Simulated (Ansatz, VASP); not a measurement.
# BP in VASP and in Ansatz

```
CELL_PARAMETERS angstrom
0.00000 2.34756 2.34756
2.34756 0.00000 2.34756
2.34756 2.34756 0.00000
ATOMIC_POSITIONS crystal
B 0.00000 0.00000 0.00000
P 0.25000 0.25000 0.25000
```

Alike in both runs: task single point; functional PBE; k mesh 10 × 10 × 10; occupations gaussian, width 0.02 eV; no spin polarisation.

|  | VASP | Ansatz |
| --- | --- | --- |
| version | VASP 6.6.1 | Ansatz 0.2.0 |
| potentials or method | VASP PAW PBE potentials, release 64 (B, P), cutoff 520 eV | scalar-relativistic, plane waves, PAW |
| valence electrons in the cell | 8 | 8 |

```csv
,VASP,Ansatz,Ansatz less VASP
gap on the k mesh at the Fermi level (eV),1.37,1.38,+0.003
least direct gap on the mesh (eV),3.27,3.27,+0.002
pressure (GPa),-13.0,-12.8,+0.16
```

The functional is the same, so the differences come from potentials, cutoffs and numerics.
